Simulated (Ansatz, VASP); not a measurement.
**PbSe: VASP beside Ansatz**

```xyz
2
Lattice="0.0000 3.0697 3.2370 3.0697 0.0000 3.2370 3.0697 3.0697 0.0000" Properties=species:S:1:pos:R:3 pbc="T T T"
Pb    0.0000    0.0000    0.0000
Se    3.0697    3.0697    3.2370
```

Change from the starting cell: uniaxial_z strain +5.5%.

Alike in both runs: task single point; functional r2SCAN; k mesh 8 × 8 × 8; no spin polarisation.

```csv
,VASP,Ansatz
version,VASP 6.6.1,Ansatz 0.2.0
potentials or method,"VASP PAW PBE potentials, release 64 (Pb_d, Se)","plane waves, PAW"
plane-wave cutoff (eV),520,500
occupations,"gaussian, width 0.01 eV",fixed
valence electrons in the cell,20,30
```

Ansatz gave:

```
gap on the k mesh at the Fermi level (eV)                     : 0.70
pressure (GPa)                                                : -1.3
traceless stress, the component that is largest in VASP (GPa) : -3.07
```

**Question.** Which values does VASP return?

**Answer.** gap on the k mesh at the Fermi level (eV): 0.70; pressure (GPa): -1.3; traceless stress, the component that is largest in VASP (GPa): -3.08.

VASP's potentials were made for PBE, not for r2SCAN. VASP's potentials hold 20 valence electrons a cell and Ansatz's 30, so a difference there can come from the potentials and not from the codes.

Spin-orbit coupling is off throughout.
